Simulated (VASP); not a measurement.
Input of a VASP 6.6.1 run:

File INCAR:

```
SYSTEM = HgTe
PREC = Accurate
ENCUT = 600
EDIFF = 1E-6
ISMEAR = -1
SIGMA = 0.05
LREAL = .False.
LASPH = .True.
NELM = 80
ALGO = Normal
ISIF = 3
LWAVE = .False.
LCHARG = .False.
GGA = PS
IVDW = 13
IBRION = 2
NSW = 60
EDIFFG = -0.01
```

File KPOINTS:

```
Automatic mesh
0
Gamma
  7 7 7
  0 0 0
```

The input POSCAR:

```
HgTe
1.0
    0.0000000000      3.1800000000      3.1800000000
    3.1800000000      0.0000000000      3.1800000000
    3.1800000000      3.1800000000      0.0000000000
Hg Te
1 1
Direct
    0.0000000000      0.0000000000      0.0000000000
    0.5000000000      0.5000000000      0.5000000000
```

Potentials or basis: VASP PAW PBE potentials, release 64 (Hg, Te).

The run is started by

```sh
$ cat potpaw_PBE.64/Hg/POTCAR potpaw_PBE.64/Te/POTCAR > POTCAR
$ mpirun -np 1 vasp_std > vasp.out
```

(1) Predict the band gap on the k mesh.

(2) Estimate the dispersion energy per atom.

(3) Predict the relaxed volume.

## Answers

(1) zero (band 9 reaches 5.40 eV, above the bottom of band 10 at 2.58 eV).

(2) -0.286 eV.

(3) 26.42 Å³/atom.

Caveat: the volume moved by over 15 % at a fixed basis, so the end points are rough; the PAW data sets were made with another functional, which shifts forces and pressure a little; spin-orbit coupling is left out, which moves the levels of the heavy elements; the volume moved by -18 % from the deposited cell, more than functionals usually miss; pairwise dispersion overbinds metals, which lowers pressure and volume.
